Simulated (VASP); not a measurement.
SiO2, 12 atoms in the cell. Symmetry: P6_322, No. 182, hexagonal system. Conventional cell: a = 5.036 Å, b = 5.036 Å, c = 8.565 Å, α = 90.00°, β = 90.00°, γ = 120.00°. Si (site symmetry 3) has 4 O at 1.60 to 1.61 Å within 2.1 Å. O (site symmetry 2) has 2 Si at 1.61 Å within 2.1 Å. Within 2.1 Å of O (site symmetry 32) lie 2 Si at 1.60 Å. 

```yaml
Program: VASP 6.6.1
Task: single point
Functional: r2SCAN
Potentials_or_basis: VASP PAW PBE potentials, release 64 (Si, O)
Cutoff: 520 eV
k_mesh: 6 × 6 × 4
Occupations: gaussian, width 0.02 eV
Spin: no spin polarisation
Dipole_correction: no
Further_INCAR_settings: ALGO = Normal; EDIFF = 1e-07; NBANDS = 44
```

Potentials or basis: VASP PAW PBE potentials, release 64 (Si, O).

Run with:

```bash
$ cat potpaw_PBE.64/Si/POTCAR potpaw_PBE.64/O/POTCAR > POTCAR
$ cp INCAR.step1 INCAR
$ mpirun -np 1 vasp_std > vasp.out
$ cp INCAR.step2 INCAR
$ mpirun -np 1 vasp_std > vasp.out
```

Hardware: 1 thread of Intel Xeon 8259CL, on a shared host.

Estimate the wall time of this run.

Run time: 27 min on 1 thread of Intel Xeon 8259CL, on a shared host, peak memory 0.41 GiB. Counts: k points 21.
